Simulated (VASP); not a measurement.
CdS (Greenockite), 4 atoms in the cell. Symmetry: P6_3mc, No. 186, hexagonal system. The conventional cell has a = 4.150 Å, b = 4.150 Å, c = 6.602 Å, α = 90.00°, β = 90.00°, γ = 120.00°. Cd (site symmetry 3m) has 4 S at 2.52 Å within 3.3 Å. Within 3.3 Å of S (site symmetry 3m) lie 4 Cd at 2.52 Å.  This cell differs from its parent crystal: z stretched by -2 %, then relaxed in part.

- Program: VASP 6.6.1
- Task: single point
- Functional: PBE
- Potentials or basis: VASP PAW PBE potentials, release 64 (Cd, S)
- Cutoff: 520 eV
- k mesh: 12 × 12 × 7
- Occupations: fermi-dirac, width 0.02 eV
- Spin: no spin polarisation
- Dipole correction: no
- Further INCAR settings: ALGO = Normal; EDIFF = 1e-07; NBANDS = 26

Potentials or basis: VASP PAW PBE potentials, release 64 (Cd, S).

Command:

```sh
$ cat potpaw_PBE.64/Cd/POTCAR potpaw_PBE.64/S/POTCAR > POTCAR
$ mpirun -np 1 vasp_std > vasp.out
```

Hardware: 1 thread of AMD EPYC 7R43 64-Core Processor (Zen 3), on a shared host.

Q: Estimate the wall time of this run.

A: It took 2.4 min on 1 thread of AMD EPYC 7R43 64-Core Processor (Zen 3), on a shared host, peak memory 0.28 GiB. Counts: scf iterations 16, k points 76.
